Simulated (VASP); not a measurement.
# SiC (wurtzite type) (P6_3mc) in VASP: relaxation of cell and atoms with PBE

Aim: the relaxation of cell and atoms of SiC (wurtzite type) with PBE.

Everything below comes from runs of VASP 6.6.1. Logs are shortened: lines on timing, memory, paths and dates and some standing lists are left out, and cuts for length are marked.

### Step 1. The cell of the first run

Symmetry: P6_3mc, No. 186, hexagonal system. The conventional cell has a = 3.051 Å, b = 3.051 Å, c = 4.973 Å, α = 90.00°, β = 90.00°, γ = 120.00°. Si (site symmetry 3m) has 4 C at 1.87 Å within 2.5 Å. C (site symmetry 3m) has 4 Si at 1.87 Å within 2.5 Å.

### Step 2. Relaxation of cell and atoms, PBE, target pressure -0.18 GPa, at which the enthalpy is minimised

Contents of INCAR:

```
PREC = Accurate
ENCUT = 600
EDIFF = 1E-7
ISMEAR = -1
SIGMA = 0.08
LREAL = F
LASPH = T
NELM = 60
ALGO = Normal
ISIF = 3
LWAVE = F
LCHARG = F
GGA = PE
IBRION = 2
NSW = 60
EDIFFG = -0.005
PSTRESS = -1.7999999999999998
```

Contents of KPOINTS:

```
regular mesh
0
Gamma
  12 12 6
```

Contents of POSCAR:

```
SiC
1.0
    3.0511450781      0.0000000000      0.0000000000
   -1.5255725390      2.6423691483      0.0000000000
    0.0000000000      0.0000000000      4.9733664773
Si C
2 2
Direct
    0.3333333333      0.6666666667      0.0000000000
    0.6666666667      0.3333333333      0.5000000000
    0.3333333333      0.6666666667      0.3760000000
    0.6666666667      0.3333333333      0.8760000000
```

Potentials or basis: VASP PAW PBE potentials, release 64 (Si, C).

Run with:

```console
$ cat potpaw_PBE.64/Si/POTCAR potpaw_PBE.64/C/POTCAR > POTCAR
$ mpirun -np 1 vasp_std > vasp.out
```

OUTCAR:

```text
PREC = Accurate
   ENCUT = 600
   EDIFF = 1E-7
   ISMEAR = -1
   LREAL = F
   LASPH = T
   NELM = 60
   ISIF = 3
   GGA = PE
   IBRION = 2
   NSW = 60
   EDIFFG = -0.005
   PSTRESS = -1.7999999999999998

 ion  position               nearest neighbor table
   1  0.333  0.667  0.000-   4 1.87   4 1.87   4 1.87   3 1.87   2 3.05   2 3.05   2 3.05   2 3.05
                             2 3.05   2 3.05
   2  0.667  0.333  0.500-   3 1.87   3 1.87   3 1.87   4 1.87   1 3.05   1 3.05   1 3.05   1 3.05
                             1 3.05   1 3.05
   3  0.333  0.667  0.376-   2 1.87   2 1.87   2 1.87   1 1.87
   4  0.667  0.333  0.876-   1 1.87   1 1.87   1 1.87   2 1.87

  LATTYP: Found a hexagonal cell.
 ALAT       =     3.0511450781
 C/A-ratio  =     1.6300000000

  Lattice vectors:

 A1 = (   3.0511450781,   0.0000000000,   0.0000000000)
 A2 = (  -1.5255725390,   2.6423691483,   0.0000000000)
 A3 = (   0.0000000000,   0.0000000000,   4.9733664773)

Analysis of symmetry for initial positions (statically):
=====================================================================
 Subroutine PRICEL returns:
 Original cell was already a primitive cell.

 Routine SETGRP: Setting up the symmetry group for a
 hexagonal supercell.

 Subroutine GETGRP returns: Found 12 space group operations
 (whereof  6 operations were pure point group operations)
 out of a pool of 24 trial point group operations.

The static configuration has the point symmetry C_3v.
 The point group associated with its full space group is C_6v.

Analysis of symmetry for dynamics (positions and initial velocities):
=====================================================================
 Subroutine PRICEL returns:
 Original cell was already a primitive cell.

 Routine SETGRP: Setting up the symmetry group for a
 hexagonal supercell.

 Subroutine GETGRP returns: Found 12 space group operations
 (whereof  6 operations were pure point group operations)
 out of a pool of 24 trial point group operations.

The dynamic configuration has the point symmetry C_3v.
 The point group associated with its full space group is C_6v.

 Subroutine INISYM returns: Found 12 space group operations
 (whereof  6 operations are pure point group operations),
 and found     1 'primitive' translations

----------------------------------------------------------------------------------------

                                     Primitive cell

  volume of cell :      40.0965

  direct lattice vectors                    reciprocal lattice vectors
     3.051145078  0.000000000  0.000000000     0.327745805  0.189224129  0.000000000
[... 104 lines left out ...]
   EFERMI =   0.00;   METHOD = LEGACY
   ISMEAR =    -1;   SIGMA  =   0.08  broadening in eV -4-tet -1-fermi 0-gaus
   EFERMI_NEDOS =   21; number of points for ismear=-14 and -15
   IALGO  =     38    algorithm
   IMIX   =      4    mixing-type and parameters
     AMIX     =   0.40;   BMIX     =  1.00
     AMIX_MAG =   1.60;   BMIX_MAG =  1.00
  volume/ion in A,a.u.               =      10.02        67.65
  Fermi-wavevector in a.u.,A,eV,Ry     =   1.205256  2.277603 19.764387  1.452641
  Thomas-Fermi vector in A             =   2.340957
   LORBIT       =      0    0 simple, 1 ext, 2 COOP (PROOUT), +10 PAW based schemes
   GGA     = PE    functional components
   LHFCALC =     F    Hartree Fock is set to
   AEXX    =    0.0000 exact exchange contribution
   IVDW    =     0    specifies the selected vdW correction
   LEPSILON=     F    determine dielectric tensor
   LRPA    =     F    only Hartree local field effects (RPA)
 conjugate gradient relaxation of ions
 non-spin polarized calculation
  energy-cutoff  :      600.00
  volume of cell :       40.10
 maximum number of plane-waves:      1364
   NGX = 13   NGY = 13   NGZ = 19

--------------------------------------- Ionic step        1  -------------------------------------------

 number of electron      15.9999999 magnetization

 Free energy of the ion-electron system (eV)
  ---------------------------------------------------
  ext. energy  EPLUGINS =         0.00000000
  ---------------------------------------------------
  free energy    TOTEN  =       -30.04876015 eV

  energy without entropy =      -30.04876013  energy(sigma->0) =      -30.04876014

------------------------ aborting loop because EDIFF is reached ----------------------------------------

  FORCE on cell =-STRESS in cart. coord.  units (eV):
  Direction    XX          YY          ZZ          XY          YZ          ZX
  --------------------------------------------------------------------------------------
  -------------------------------------------------------------------------------------
  Total        2.3561670      2.3561670      3.3027464      0.0000000      0.0000000     -0.0000000
  in kB       94.1477287     94.1477287    131.9711496      0.0000000      0.0000000     -0.0000000
  external PRESSURE =     108.5555357 kB  Pullay stress =      -1.8000000 kB
[... 267 lines left out ...]
--------------------------------------- Ionic step        8  -------------------------------------------

 number of electron      16.0000000 magnetization

 Free energy of the ion-electron system (eV)
  ---------------------------------------------------
  ext. energy  EPLUGINS =         0.00000000
  ---------------------------------------------------
  free energy    TOTEN  =       -30.11117290 eV

  energy without entropy =      -30.11117289  energy(sigma->0) =      -30.11117290

 E-fermi :   9.2863     XC(G=0): -11.2820

 val. band max:        8.0821870359   @ k =   0.0000   0.0000   0.0000
 cond. band min:      10.3860906606   @ k =   0.3333   0.3333   0.0000
 fundamental gap:      2.3039036247
 Fermi energy:         9.2862947080

 k-point     1 :       0.0000    0.0000    0.0000
  band No.  band energies     occupation
      1      -7.3622      2.00000
      2      -3.8538      2.00000
      3      -0.5255      2.00000
      4       6.7731      2.00000
      5       6.7731      2.00000
      6       7.9719      2.00000
      7       8.0822      2.00000
      8       8.0822      2.00000
      9      12.7553      0.00000
     10      14.1251      0.00000
     11      14.6564      0.00000
     12      14.6564      0.00000
[... 331 lines left out ...]
 k-point    24 :       0.3333   -0.0000    0.1667
  band No.  band energies     occupation
      1      -5.4122      2.00000
      2      -2.8969      2.00000
      3       0.7998      2.00000
      4       2.5070      2.00000
      5       3.3280      2.00000
      6       5.2608      2.00000
      7       6.4929      2.00000
      8       6.9843      2.00000
      9      11.4320      0.00000
     10      12.5393      0.00000
     11      14.8099      0.00000
     12      15.8411      0.00000

 [... further k-points ...]
[... 5 lines left out ...]
  --------------------------------------------------------------------------------------
  -------------------------------------------------------------------------------------
  Total       -0.0474484     -0.0474484     -0.0456025     -0.0000000      0.0000000      0.0000000
  in kB       -1.8093010     -1.8093010     -1.7389136     -0.0000000      0.0000000      0.0000000
  external PRESSURE =       0.0141615 kB  Pullay stress =      -1.8000000 kB
[... 23 lines left out ...]
  energy  without entropy=      -30.1111728880  energy(sigma->0) =      -30.11117290

  enthalpy is  TOTEN    =       -30.1583773484 eV   P V=       -0.0472044459

 reached required accuracy - stopping structural energy minimisation
```

CONTCAR:

```text
SiC
   1.00000000000000
     3.0920491892197290    0.0000000000007142   -0.0000000000000000
    -1.5460245945585758    2.6777931476498291    0.0000000000000000
    -0.0000000000000000    0.0000000000000000    5.0745502955275041
  Si              C
     2     2
Direct
     0.3333333332999970    0.6666666667000030    0.0000825789278118
     0.6666666667000030    0.3333333332999970    0.5000825789278118
     0.3333333332999970    0.6666666667000030    0.3759174210721859
     0.6666666667000030    0.3333333332999970    0.8759174210721857

  0.00000000E+00  0.00000000E+00  0.00000000E+00
  0.00000000E+00  0.00000000E+00  0.00000000E+00
  0.00000000E+00  0.00000000E+00  0.00000000E+00
  0.00000000E+00  0.00000000E+00  0.00000000E+00
```

Wall time 49 s (1 thread of Intel Xeon 6975P-C (Granite Rapids), shared host); peak memory 0.18 GiB.

Results:

```yaml
Free_energy: -30.1112 eV
Relaxed_volume: 10.50 Å³/atom
Relaxed_cell: a = 3.092 Å, b = 3.092 Å, c = 5.075 Å, α = 90.00°, β = 90.00°, γ = 120.00°
Space_group_after_relaxing_to_0.05_Å: P6_3mc (No. 186)
Energy_change_on_relaxing_the_enthalpy_is_what_falls: -15.6 meV/atom
Ionic_steps: 8
Pressure_after_relaxing: -0.2 GPa
Band_gap_on_the_k_mesh: 2.30 eV, indirect (least direct gap 3.94 eV)
```

Step by step:
| step | energy change (eV) | largest force (eV/Å) | pressure (GPa) | volume (Å³) |
| --- | --- | --- | --- | --- |
| 1 | 0.0000 | 0.0590 | 10.68 | 40.10 |
| 2 | 0.0086 | 0.1182 | -9.72 | 44.17 |
| 3 | -0.0621 | 0.0528 | -0.27 | 42.03 |
| 4 | -0.0622 | 0.0510 | -0.07 | 41.99 |
| 5 | -0.0624 | 0.0163 | -0.10 | 42.00 |
| 6 | -0.0624 | 0.0069 | -0.10 | 42.00 |
| 7 | -0.0624 | 0.0052 | -0.24 | 42.03 |
| 8 | -0.0624 | 0.0000 | -0.18 | 42.02 |

Final structure:
```yaml
crystal:
  lattice:
    - [3.09205, 0.00000, 0.00000]
    - [-1.54602, 2.67779, 0.00000]
    - [0.00000, 0.00000, 5.07455]
  atoms:
    - { symbol: Si, position: [0.33333, 0.66667, 0.00008] }
    - { symbol: Si, position: [0.66667, 0.33333, 0.50008] }
    - { symbol: C, position: [0.33333, 0.66667, 0.37592] }
    - { symbol: C, position: [0.66667, 0.33333, 0.87592] }
```

Caveat: the cell is relaxed towards a set pressure, so the enthalpy falls and the energy may rise. A k mesh can miss the band edges.
